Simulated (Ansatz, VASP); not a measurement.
# KMgF3: VASP beside Ansatz

```
K Mg F
1.0
     3.98590    0.00000    0.00000
     0.00000    3.98590    0.00000
     0.00000    0.00000    3.98590
K Mg F
1 1 3
Direct
  0.50000 0.50000 0.50000
  0.00000 0.00000 0.98746
  0.50000 0.00000 0.00000
  0.00000 0.50000 0.00000
  0.00000 0.00000 0.50000
```

Change from the starting cell: all Mg atoms moved -0.050 Å, as atom 2 along Cartesian [0 0 1].

Alike in both runs: task single point; functional PBE; k mesh 6 × 6 × 6; occupations gaussian, width 0.05 eV; no spin polarisation.

|  | VASP | Ansatz |
| --- | --- | --- |
| version | VASP 6.6.1 | Ansatz 0.2.0 |
| potentials or method | VASP PAW PBE potentials, release 64 (K_sv, Mg, F), cutoff 520 eV | scalar-relativistic, plane waves, PAW |
| valence electrons in the cell | 32 | 40 |

Ansatz gave:

- gap on the k mesh at the Fermi level (eV): 7.33
- least direct gap on the mesh (eV): 7.65
- pressure (GPa): 3.9
- traceless stress, the component that is largest in VASP (GPa): 0.23
- rms of the force components (eV/Å): 0.153

Which values does VASP return?

gap on the k mesh at the Fermi level (eV): 7.30; least direct gap on the mesh (eV): 7.63; pressure (GPa): 3.5; traceless stress, the component that is largest in VASP (GPa): 0.23; rms of the force components (eV/Å): 0.155.

Atom by atom the forces differ by 0.002 eV/Å (rms over components). VASP's potentials hold 32 valence electrons a cell and Ansatz's 40, so a difference there can come from the potentials and not from the codes.
